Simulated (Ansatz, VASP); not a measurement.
## ZnS: VASP beside Ansatz

INCAR

```
PREC = Accurate
ENCUT = 500
EDIFF = 1E-6
ISMEAR = 0
SIGMA = 0.01
LREAL = False
LASPH = True
NELM = 120
ALGO = Normal
ISIF = 2
LWAVE = False
LCHARG = False
NBANDS = 16
GGA_COMPAT = False
```

The input KPOINTS:

```
Automatic mesh
0
Gamma
  6 6 6
```

POSCAR

```
ZnS
1.0
    0.0000000000      2.7375567091      2.7375567091
    2.7375567091      0.0000000000      2.7375567091
    2.7375567091      2.7375567091      0.0000000000
Zn S
1 1
Direct
    0.2500000000      0.2500000000      0.2500000000
    0.0000000000      0.0000000000      0.0000000000
```

Input for Ansatz:

```yaml
crystal:
  lattice:
    - [0.0, 2.737556709122119, 2.737556709122119]
    - [2.737556709122119, 0.0, 2.737556709122119]
    - [2.737556709122119, 2.737556709122119, 0.0]
  atoms:
    - { symbol: Zn, position: [0.25, 0.25, 0.25] }
    - { symbol: S, position: [0.0, 0.0, 0.0] }
accuracy: medium
basis:
  ecutwfc: 630.0
  xc_grid: 2
kpoints:
  mp_grid:
    grid: [6, 6, 6]
hamiltonian:
  xc: lda
  pseudopotentials:
    kind: paw
scf:
  occupations:
    method: fixed
output:
  stress: true
```

Alike in both runs: task single point; functional LDA; k mesh 6 × 6 × 6; no spin polarisation.

```csv
,VASP,Ansatz
version,VASP 6.6.1,Ansatz 0.2.0
potentials or method,"VASP PAW LDA potentials, release 64 (Zn, S), cutoff 500 eV","plane waves, PAW"
occupations,"gaussian, width 0.01 eV",fixed
valence electrons in the cell,18,18
```

|  | VASP | Ansatz | Ansatz less VASP |
| --- | --- | --- | --- |
| pressure (GPa) | -6.7 | -6.9 | -0.15 |

LDA's correlation is that of Perdew and Zunger in VASP and of Perdew and Wang (1992) in Ansatz.
